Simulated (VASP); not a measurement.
Input of a VASP 6.6.1 run:

INCAR

```
  PREC = Accurate
  ENCUT = 520
  EDIFF = 1E-6
  ISMEAR = 0
  SIGMA = 0.05
  LREAL = False
  LASPH = True
  NELM = 100
  ALGO = Normal
  ISIF = 2
  LWAVE = False
  LCHARG = False
  GGA = PE
  NBANDS = 14
```

KPOINTS

```
regular mesh
0
Gamma
  10 10 10
```

Contents of POSCAR:

```
IrSe
1.0
    0.0000000000      2.7820649878      2.7820649878
    2.7820649878      0.0000000000      2.7820649878
    2.7820649878      2.7820649878      0.0000000000
Ir Se
1 1
Direct
    0.0000000000      0.0000000000      0.0000000000
    0.2500000000      0.2500000000      0.2500000000
```

Potentials or basis: VASP PAW PBE potentials, release 64 (Ir, Se).

Launch:

```bash
$ cat potpaw_PBE.64/Ir/POTCAR potpaw_PBE.64/Se/POTCAR > POTCAR
$ mpirun -np 1 vasp_std > vasp.out
```

(1) Predict the pressure.

(2) Estimate the band gap on the k mesh.

Results:

(1) 0.3 GPa.

(2) zero (an odd number of electrons rules out a gap without spin polarisation).

Caveat: spin-orbit coupling is left out, which moves the levels of the heavy elements.
